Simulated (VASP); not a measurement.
# Mg5Te3 (P-3m1) in VASP: further runs, part 3 of 3

VASP 6.6.1. The steps go on from the part before.

### 5 Relaxation of cell and atoms, PBE

This run uses another cell than the first one, of 28.07 Å³/atom.

INCAR reads:

```
PREC     = Accurate       # precision mode
ENCUT    = 600            # plane-wave cutoff, eV
EDIFF    = 1E-6           # SCF threshold, eV
ISMEAR   = 0              # smearing method
SIGMA    = 0.1            # smearing width, eV
LREAL    = False          # projectors in reciprocal space
LASPH    = True           # aspherical terms in the spheres
NELM     = 100            # most SCF steps
ALGO     = Fast           # electronic algorithm
ISIF     = 3              # what is computed and relaxed
LWAVE    = False          # write WAVECAR
LCHARG   = False          # write CHGCAR
GGA      = PE             # functional
IBRION   = 2              # ionic algorithm
NSW      = 80             # ionic steps
EDIFFG   = -0.001         # ionic threshold
```

KPOINTS reads:

```
regular mesh
0
Gamma
  12 12 2
```

POSCAR reads:

```
Mg5Te3
1.0
    4.1388870928      0.0000000000      0.0000000000
   -2.0694435464      3.5843813658      0.0000000000
    0.0000000000      0.0000000000     15.1381490887
Mg Te
5 3
Direct
    0.6666666667      0.3333333333      0.6547060001
    0.0000000000      0.0000000000      0.5000000000
    0.3333333333      0.6666666667      0.3452939999
    0.3333333333      0.6666666667      0.1150333344
    0.6666666667      0.3333333333      0.8849666656
    0.3333333333      0.6666666667      0.7684998166
    0.6666666667      0.3333333333      0.2315001834
    0.0000000000      0.0000000000      0.0000000000
```

Potentials or basis: VASP PAW PBE potentials, release 64 (Mg, Te).

Launch:

```
$ cat potpaw_PBE.64/Mg/POTCAR potpaw_PBE.64/Te/POTCAR > POTCAR
$ mpirun -np 1 vasp_std > vasp.out
```

OUTCAR:

```text
PREC = Accurate
   ENCUT = 600
   EDIFF = 1E-6
   ISMEAR = 0
   LREAL = False
   LASPH = True
   NELM = 100
   ISIF = 3
   GGA = PE
   IBRION = 2
   NSW = 80
   EDIFFG = -0.001

 ion  position               nearest neighbor table
   1  0.667  0.333  0.655-   6 2.95   6 2.95   6 2.95   2 3.35   2 3.35   2 3.35   5 3.49
   2  0.000  0.000  0.500-   1 3.35   3 3.35   1 3.35   3 3.35   1 3.35   3 3.35
   3  0.333  0.667  0.345-   7 2.95   7 2.95   7 2.95   2 3.35   2 3.35   2 3.35   4 3.49
   4  0.333  0.667  0.115-   8 2.96   8 2.96   8 2.96   7 2.97   7 2.97   7 2.97   3 3.49
   5  0.667  0.333  0.885-   8 2.96   8 2.96   8 2.96   6 2.97   6 2.97   6 2.97   1 3.49
   6  0.333  0.667  0.768-   1 2.95   1 2.95   1 2.95   5 2.97   5 2.97   5 2.97
   7  0.667  0.333  0.232-   3 2.95   3 2.95   3 2.95   4 2.97   4 2.97   4 2.97
   8  0.000  0.000  0.000-   4 2.96   5 2.96   5 2.96   4 2.96   5 2.96   4 2.96

  LATTYP: Found a hexagonal cell.
 ALAT       =     4.1388870928
 C/A-ratio  =     3.6575409643

  Lattice vectors:

 A1 = (   4.1388870928,   0.0000000000,   0.0000000000)
 A2 = (  -2.0694435464,   3.5843813658,   0.0000000000)
 A3 = (   0.0000000000,   0.0000000000,  15.1381490887)

Analysis of symmetry for initial positions (statically):
=====================================================================
 Subroutine PRICEL returns:
 Original cell was already a primitive cell.

 Routine SETGRP: Setting up the symmetry group for a
 hexagonal supercell.

 Subroutine GETGRP returns: Found 12 space group operations
 (whereof 12 operations were pure point group operations)
 out of a pool of 24 trial point group operations.

The static configuration has the point symmetry D_3d.

Analysis of symmetry for dynamics (positions and initial velocities):
=====================================================================
 Subroutine PRICEL returns:
 Original cell was already a primitive cell.

 Routine SETGRP: Setting up the symmetry group for a
 hexagonal supercell.

 Subroutine GETGRP returns: Found 12 space group operations
 (whereof 12 operations were pure point group operations)
[... 161 lines left out ...]
  ext. energy  EPLUGINS =         0.00000000
  ---------------------------------------------------
  free energy    TOTEN  =       -20.73715507 eV

  energy without entropy =      -20.72476504  energy(sigma->0) =      -20.73096006

------------------------ aborting loop because EDIFF is reached ----------------------------------------

  FORCE on cell =-STRESS in cart. coord.  units (eV):
  Direction    XX          YY          ZZ          XY          YZ          ZX
  --------------------------------------------------------------------------------------
  -------------------------------------------------------------------------------------
  Total       -0.0463842     -0.0463842     -0.1188527     -0.0000000      0.0000000      0.0000000
  in kB       -0.3309102     -0.3309102     -0.8479086     -0.0000000      0.0000000      0.0000000
  external PRESSURE =      -0.5032430 kB  Pullay stress =       0.0000000 kB
[... 107 lines left out ...]
  FREE ENERGIE OF THE ION-ELECTRON SYSTEM (eV)
  ---------------------------------------------------
  free  energy   TOTEN  =       -20.7372369510 eV

  energy  without entropy=      -20.7246486692  energy(sigma->0) =      -20.73094281

[... ionic steps 4 to 18 ...]

--------------------------------------- Ionic step       19  -------------------------------------------

 number of electron      28.0000000 magnetization

------------------------ aborting loop because EDIFF is reached ----------------------------------------
[... 79 lines left out ...]
--------------------------------------- Ionic step       21  -------------------------------------------

 number of electron      28.0000000 magnetization

 Free energy of the ion-electron system (eV)
  ---------------------------------------------------
  ext. energy  EPLUGINS =         0.00000000
  ---------------------------------------------------
  free energy    TOTEN  =       -20.73732828 eV

  energy without entropy =      -20.72374952  energy(sigma->0) =      -20.73053890

 E-fermi :   3.9702     XC(G=0):  -8.5651

 val. band max:        3.9667928039   @ k =   0.2500   0.2500   0.0000
 cond. band min:       4.0132046995   @ k =   0.4167   0.0833   0.5000
 fundamental gap:      0.0464118956
 Fermi energy:         3.9702392050

 k-point     1 :       0.0000    0.0000    0.0000
  band No.  band energies     occupation
      1      -8.1529      2.00000
      2      -7.8068      2.00000
      3      -7.4044      2.00000
      4      -1.4583      2.00000
      5      -1.0908      2.00000
      6       0.9013      2.00000
[... 505 lines left out ...]
      6      -0.3024      2.00000
[... 11 lines left out ...]
     18       6.3505      0.00000
     19       6.6250      0.00000

 [... further k-points ...]

------------------------ aborting loop because EDIFF is reached ----------------------------------------

  FORCE on cell =-STRESS in cart. coord.  units (eV):
  Direction    XX          YY          ZZ          XY          YZ          ZX
  --------------------------------------------------------------------------------------
  -------------------------------------------------------------------------------------
  Total       -0.0007628     -0.0007628     -0.0051060      0.0000000      0.0000000     -0.0000000
  in kB       -0.0054531     -0.0054531     -0.0365018      0.0000000      0.0000000     -0.0000000
  external PRESSURE =      -0.0158026 kB  Pullay stress =       0.0000000 kB
[... 23 lines left out ...]
  FREE ENERGIE OF THE ION-ELECTRON SYSTEM (eV)
  ---------------------------------------------------
  free  energy   TOTEN  =       -20.7373282840 eV

  energy  without entropy=      -20.7237495243  energy(sigma->0) =      -20.73053890

 reached required accuracy - stopping structural energy minimisation
```

CONTCAR:

```text
Mg5Te3
   1.00000000000000
     4.1394226839922865   -0.0000000000000000    0.0000000000000000
    -2.0697113419961433    3.5848452013785788    0.0000000000000000
    -0.0000000000000001    0.0000000000000001   15.1031982977602102
  Mg              Te
     5     3
Direct
     0.6666666667000030    0.3333333332999970    0.6542125452918049
     1.0000000000000000    0.0000000000000000    0.5000000000000000
     0.3333333332999970    0.6666666667000030    0.3457874547081948
     0.3333333332999970    0.6666666667000030    0.1151525860588496
     0.6666666667000030    0.3333333332999970    0.8848474139411505
     0.3333333332999970    0.6666666667000030    0.7681982583964819
     0.6666666667000030    0.3333333332999970    0.2318017416035182
     1.0000000000000000    0.0000000000000000    0.0000000000000000

  0.00000000E+00  0.00000000E+00  0.00000000E+00
  0.00000000E+00  0.00000000E+00  0.00000000E+00
  0.00000000E+00  0.00000000E+00  0.00000000E+00
  0.00000000E+00  0.00000000E+00  0.00000000E+00
  0.00000000E+00  0.00000000E+00  0.00000000E+00
  0.00000000E+00  0.00000000E+00  0.00000000E+00
  0.00000000E+00  0.00000000E+00  0.00000000E+00
  0.00000000E+00  0.00000000E+00  0.00000000E+00
```

It took 14 min on 1 thread of Intel Xeon 6975P-C (Granite Rapids), shared host; peak memory 0.54 GiB.

What came out:

| Property | Result |
| --- | --- |
| Free energy | -20.7373 eV |
| Relaxed volume | 28.01 Å³/atom |
| Relaxed cell | a = 4.139 Å, b = 4.139 Å, c = 15.103 Å, α = 90.00°, β = 90.00°, γ = 120.00° |
| Space group after relaxing (to 0.1 Å) | P-3m1 (No. 164) |
| Energy gained by relaxing | 0.0 meV/atom |
| Ionic steps | 21 |
| Pressure after relaxing | 0.0 GPa |
| Band gap on the k mesh | zero (bands 14 and 15 overlap by 0.59 eV) |

Step by step:
| step | energy change (eV) | largest force (eV/Å) | pressure (GPa) | volume (Å³) |
| --- | --- | --- | --- | --- |
| 1 | 0.0000 | 0.0061 | -0.05 | 224.58 |
| 2 | -0.0001 | 0.0092 | -0.01 | 224.29 |
| 3 | -0.0001 | 0.0106 | 0.01 | 224.16 |
| 4 | -0.0001 | 0.0101 | 0.01 | 224.19 |
| 5 | -0.0001 | 0.0100 | 0.01 | 224.21 |
| 6 | -0.0001 | 0.0095 | 0.00 | 224.25 |
| 7 | -0.0001 | 0.0098 | 0.01 | 224.23 |
| 8 | -0.0001 | 0.0099 | 0.01 | 224.22 |
| 9 | -0.0001 | 0.0083 | 0.00 | 224.23 |
| 10 | -0.0001 | 0.0053 | 0.00 | 224.25 |
| 11 | -0.0001 | 0.0062 | -0.01 | 224.26 |
| 12 | -0.0001 | 0.0077 | -0.01 | 224.27 |
| 13 | -0.0001 | 0.0065 | -0.01 | 224.26 |
| 14 | -0.0001 | 0.0062 | -0.01 | 224.26 |
| 15 | -0.0001 | 0.0055 | -0.01 | 224.20 |
| 16 | -0.0002 | 0.0052 | 0.01 | 224.03 |
| 17 | -0.0002 | 0.0038 | 0.01 | 224.09 |
| 18 | -0.0002 | 0.0035 | -0.02 | 224.21 |
| 19 | -0.0002 | 0.0024 | -0.01 | 224.16 |
| 20 | -0.0002 | 0.0024 | -0.01 | 224.15 |
| 21 | -0.0002 | 0.0009 | 0.00 | 224.12 |

Final structure:
```cif
data_structure
_symmetry_space_group_name_H-M 'P 1'
_symmetry_Int_Tables_number 1
_cell_length_a 4.1394
_cell_length_b 4.1394
_cell_length_c 15.1032
_cell_angle_alpha 90.000
_cell_angle_beta 90.000
_cell_angle_gamma 120.000
_cell_volume 224.12
loop_
_atom_site_label
_atom_site_type_symbol
_atom_site_fract_x
_atom_site_fract_y
_atom_site_fract_z
_atom_site_occupancy
Mg1 Mg 0.66667 0.33333 0.65421 1
Mg2 Mg 0.00000 0.00000 0.50000 1
Mg3 Mg 0.33333 0.66667 0.34579 1
Mg4 Mg 0.33333 0.66667 0.11515 1
Mg5 Mg 0.66667 0.33333 0.88485 1
Te1 Te 0.33333 0.66667 0.76820 1
Te2 Te 0.66667 0.33333 0.23180 1
Te3 Te 0.00000 0.00000 0.00000 1
```

Caveat: semilocal functionals underestimate gaps, and a narrow one can read as zero; spin-orbit coupling is left out, which moves the levels of the heavy elements.

### 6 Overview

| task | cell | k mesh | cutoff (eV) | smearing | gap on the mesh (eV) | pressure (GPa) | relaxed volume (Å³/atom) | largest force (eV/Å) |
| --- | --- | --- | --- | --- | --- | --- | --- | --- |
| single point | a = 4.148, b = 4.148, c = 15.012 Å, angles 90.0, 90.0, 120.0°, 8 atoms, atomic positions A | 5 × 5 × 2 | 520 | gaussian 0.2 eV | 0.23 | 0.1 | - | 0.04 |
| relaxation of cell and atoms | relaxed from a = 4.200, b = 4.200, c = 12.200 Å, angles 90.0, 90.0, 120.0°, 8 atoms, atomic positions B | 5 × 5 × 2 | 600 | gaussian 0.2 eV | 0.24 | 0.0 | 28.01 | 0.02 |
| single point | a = 4.139, b = 4.139, c = 15.132 Å, angles 90.0, 90.0, 120.0°, 8 atoms, atomic positions C | 12 × 12 × 2 | 520 | gaussian 0.1 eV | none | -0.1 | - | - |
| relaxation of cell and atoms | relaxed from a = 4.139, b = 4.139, c = 15.138 Å, angles 90.0, 90.0, 120.0°, 8 atoms, atomic positions D | 12 × 12 × 2 | 600 | gaussian 0.1 eV | none | 0.0 | 28.01 | - |

Alike in all rows: level PBE; potentials or basis VASP PAW PBE potentials, release 64 (Mg, Te); no spin polarisation.

Caveats: semilocal functionals underestimate gaps, and a narrow one can read as zero; spin-orbit coupling is left out, which moves the levels of the heavy elements; the volume moved by over 15 % at a fixed basis, so the end points are rough (at least some runs).

Absolute energies hang on the potentials; compare differences alone.

The gap in the log of VASP goes by the Fermi energy; the results here count the filled bands.